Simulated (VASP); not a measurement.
A run of VASP 6.6.1 is set up as follows.

The input INCAR:

```
SYSTEM = Ir
  PREC = Accurate
  ENCUT = 600
  EDIFF = 1E-6
  ISMEAR = -1
  SIGMA = 0.08
  LREAL = .FALSE.
  LASPH = .TRUE.
  NELM = 60
  ALGO = Normal
  ISIF = 3
  LWAVE = .FALSE.
  LCHARG = .FALSE.
  IBRION = 2
  NSW = 60
  EDIFFG = -0.005
```

File KPOINTS:

```
regular mesh
0
G
  20 20 20
  0 0 0
```

POSCAR

```
Ir
1.0
   -1.5126704496      1.5126704496      1.5126704496
    1.5126704496     -1.5126704496      1.5126704496
    1.5126704496      1.5126704496     -1.5126704496
Ir
1
Direct
    0.0000000000      0.0000000000      0.0000000000
```

Potentials or basis: VASP PAW LDA potentials, release 64 (Ir).

Run with:

```console
$ cat potpaw_LDA.64/Ir/POTCAR > POTCAR
$ mpirun -np 1 vasp_std > vasp.out
```

(1) What does it give for the space group after relaxing (to 0.1 Å)?

(2) Estimate the band gap on the k mesh.

(3) What does it give for the relaxed cell?

## Answers

(1) Im-3m (No. 229).

(2) zero (an odd number of electrons rules out a gap without spin polarisation).

(3) a = 2.656 Å, b = 2.656 Å, c = 2.656 Å, α = 109.47°, β = 109.47°, γ = 109.47°.

Caveat: spin-orbit coupling is left out, which moves the levels of the heavy elements.
